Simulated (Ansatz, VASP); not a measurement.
**Two plane-wave programs on ZnSe**

```
CELL_PARAMETERS angstrom
0.00000 2.62073 2.95660
2.95660 0.00000 2.95660
2.95660 2.62073 0.00000
ATOMIC_POSITIONS crystal
Zn 0.00000 0.00000 0.00000
Se 0.75000 0.75000 0.75000
```

Alike in both runs: task single point; functional PBE; k mesh 10 × 10 × 10; occupations gaussian, width 0.05 eV; no spin polarisation.

|  | VASP | Ansatz |
| --- | --- | --- |
| version | VASP 6.6.1 | Ansatz 0.2.0 |
| potentials or method | VASP PAW PBE potentials, release 64 (Zn, Se), cutoff 520 eV | scalar-relativistic, plane waves, PAW |
| valence electrons in the cell | 18 | 28 |

|  | VASP | Ansatz | Ansatz less VASP |
| --- | --- | --- | --- |
| gap on the k mesh at the Fermi level (eV) | 0.99 | 0.99 | -0.004 |
| least direct gap on the mesh (eV) | 0.99 | 0.99 | -0.004 |
| pressure (GPa) | 1.6 | 1.4 | -0.20 |
| traceless stress, the component that is largest in VASP (GPa) | 2.12 | 2.14 | +0.023 |

VASP's potentials hold 18 valence electrons a cell and Ansatz's 28, so a difference there can come from the potentials and not from the codes.
